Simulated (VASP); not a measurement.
A run of VASP 6.6.1:

File POSCAR:

```
MgO
1.0
    8.4288080000      0.0000000000      0.0000000000
    0.0000000000      8.4288080000      0.0000000000
    0.0000000000      0.0000000000      8.4288080000
O Mg
32 32
Direct
    0.2500000000      0.0000000000      0.0000000000
    0.2500000000      0.0000000000      0.5000000000
    0.2500000000      0.5000000000      0.0000000000
    0.2500000000      0.5000000000      0.5000000000
    0.7500000000      0.0000000000      0.0000000000
    0.7500000000      0.0000000000      0.5000000000
    0.7500000000      0.5000000000      0.0000000000
    0.7500000000      0.5000000000      0.5000000000
    0.0000000000      0.2500000000      0.0000000000
    0.0000000000      0.2500000000      0.5000000000
    0.0000000000      0.7500000000      0.0000000000
    0.0000000000      0.7500000000      0.5000000000
    0.5000000000      0.2500000000      0.0000000000
    0.5000000000      0.2500000000      0.5000000000
    0.5000000000      0.7500000000      0.0000000000
    0.5000000000      0.7500000000      0.5000000000
    0.0000000000      0.0000000000      0.2500000000
    0.0000000000      0.0000000000      0.7500000000
    0.0000000000      0.5000000000      0.2500000000
    0.0000000000      0.5000000000      0.7500000000
    0.5000000000      0.0000000000      0.2500000000
    0.5000000000      0.0000000000      0.7500000000
    0.5000000000      0.5000000000      0.2500000000
    0.5000000000      0.5000000000      0.7500000000
    0.2500000000      0.2500000000      0.2500000000
    0.2500000000      0.2500000000      0.7500000000
    0.2500000000      0.7500000000      0.2500000000
    0.2500000000      0.7500000000      0.7500000000
    0.7500000000      0.2500000000      0.2500000000
    0.7500000000      0.2500000000      0.7500000000
    0.7500000000      0.7500000000      0.2500000000
    0.7500000000      0.7500000000      0.7500000000
    0.0000000000      0.0000000000      0.0000000000
    0.0000000000      0.0000000000      0.5000000000
    0.0000000000      0.5000000000      0.0000000000
    0.0000000000      0.5000000000      0.5000000000
    0.5000000000      0.0000000000      0.0000000000
    0.5000000000      0.0000000000      0.5000000000
    0.5000000000      0.5000000000      0.0000000000
    0.5000000000      0.5000000000      0.5000000000
    0.2500000000      0.2500000000      0.0000000000
    0.2500000000      0.2500000000      0.5000000000
    0.2500000000      0.7500000000      0.0000000000
    0.2500000000      0.7500000000      0.5000000000
    0.7500000000      0.2500000000      0.0000000000
    0.7500000000      0.2500000000      0.5000000000
    0.7500000000      0.7500000000      0.0000000000
    0.7500000000      0.7500000000      0.5000000000
    0.2500000000      0.0000000000      0.2500000000
    0.2500000000      0.0000000000      0.7500000000
    0.2500000000      0.5000000000      0.2500000000
    0.2500000000      0.5000000000      0.7500000000
    0.7500000000      0.0000000000      0.2500000000
    0.7500000000      0.0000000000      0.7500000000
    0.7500000000      0.5000000000      0.2500000000
    0.7500000000      0.5000000000      0.7500000000
    0.0000000000      0.2500000000      0.2500000000
    0.0000000000      0.2500000000      0.7500000000
    0.0000000000      0.7500000000      0.2500000000
    0.0000000000      0.7500000000      0.7500000000
    0.5000000000      0.2500000000      0.2500000000
    0.5000000000      0.2500000000      0.7500000000
    0.5000000000      0.7500000000      0.2500000000
    0.5000000000      0.7500000000      0.7500000000
```

File INCAR.step1:

```
PREC = Accurate
ENCUT = 520
EDIFF = 1E-5
ISMEAR = -1
SIGMA = 0.05
LREAL = Auto
LASPH = T
NELM = 80
ALGO = Normal
ISIF = 2
LWAVE = T
NBANDS = 166
GGA = PE
```

The input INCAR.step2:

```
PREC = Accurate
ENCUT = 520
EDIFF = 1E-7
ISMEAR = -1
SIGMA = 0.05
LREAL = Auto
LASPH = T
NELM = 80
ALGO = Normal
ISIF = 2
LWAVE = F
LCHARG = T
GGA = PE
LHFCALC = T
HFSCREEN = 0.2079
PRECFOCK = Fast
LELF = T
LVHAR = T
NBANDS = 166
ISTART = 1
```

Contents of KPOINTS:

```
Automatic mesh
0
Gamma
  1 1 1
```

Potentials or basis: VASP PAW PBE potentials, release 64 (O, Mg).

The run is started by

```bash
$ cat potpaw_PBE.64/O/POTCAR potpaw_PBE.64/Mg/POTCAR > POTCAR
$ cp INCAR.step1 INCAR
$ mpirun -np 1 vasp_gam > vasp.out
$ cp INCAR.step2 INCAR
$ mpirun -np 1 vasp_gam > vasp.out
```

Hardware: 1 thread of AMD EPYC 7R13 Processor (Zen 3) (shared host).

Problem. Estimate the wall time of this run.

Solution. Wall time 17 min on 1 thread of AMD EPYC 7R13 Processor (Zen 3), with other jobs on the host, peak memory 0.82 GiB. Counts: k points 1.
